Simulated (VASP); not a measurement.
A run of VASP 6.6.1 is set up as follows.

POSCAR

```
Sn
1.0
    2.6660218809      0.0000000000      0.0000000000
   -1.3330109405      2.3088426759      0.0000000000
    0.0000000000      0.0000000000      4.2101657510
Sn
2
Direct
    0.3333333333      0.6666666667      0.2500000000
    0.6666666667      0.3333333333      0.7500000000
```

File INCAR.step1:

```
SYSTEM = Sn
PREC = Accurate
ENCUT = 520
ISMEAR = 0
SIGMA = 0.1
LREAL = .False.
LASPH = .True.
NELM = 80
NBANDS = 21
GGA = PE
ALGO = Normal
EDIFF = 1E-4
LWAVE = .True.
LCHARG = .False.
```

INCAR.step2

```
SYSTEM = Sn
PREC = Accurate
ENCUT = 520
EDIFF = 1E-6
ISMEAR = 0
SIGMA = 0.1
LREAL = .False.
LASPH = .True.
NELM = 80
ALGO = Normal
ISIF = 2
LWAVE = .False.
LCHARG = .False.
METAGGA = R2SCAN
LMIXTAU = .True.
NBANDS = 21
ISTART = 1
```

File KPOINTS:

```
Automatic mesh
0
Gamma
  6 6 4
  0 0 0
```

Potentials or basis: VASP PAW PBE potentials, release 64 (Sn_d).

The run is started by

```bash
$ cat potpaw_PBE.64/Sn_d/POTCAR > POTCAR
$ cp INCAR.step1 INCAR
$ mpirun -np 1 vasp_std > vasp.out
$ cp INCAR.step2 INCAR
$ mpirun -np 1 vasp_std > vasp.out
```

Task: What does it give for the pressure?

Result: 225.5 GPa.

Task: What does it give for the band gap on the k mesh?

Result: Zero (bands 14 and 15 overlap by 14.55 eV).

Stress tensor (GPa, compression positive):
```
215.84   0.00   0.00
  0.00 215.84   0.00
  0.00   0.00 244.75
```

Caveat: the k points lie up to 0.45 Å⁻¹ apart, too coarse for converged energies and pressures of a metal; the PAW data sets were made with another functional, which shifts forces and pressure a little; spin-orbit coupling is left out, which moves the levels of the heavy elements.
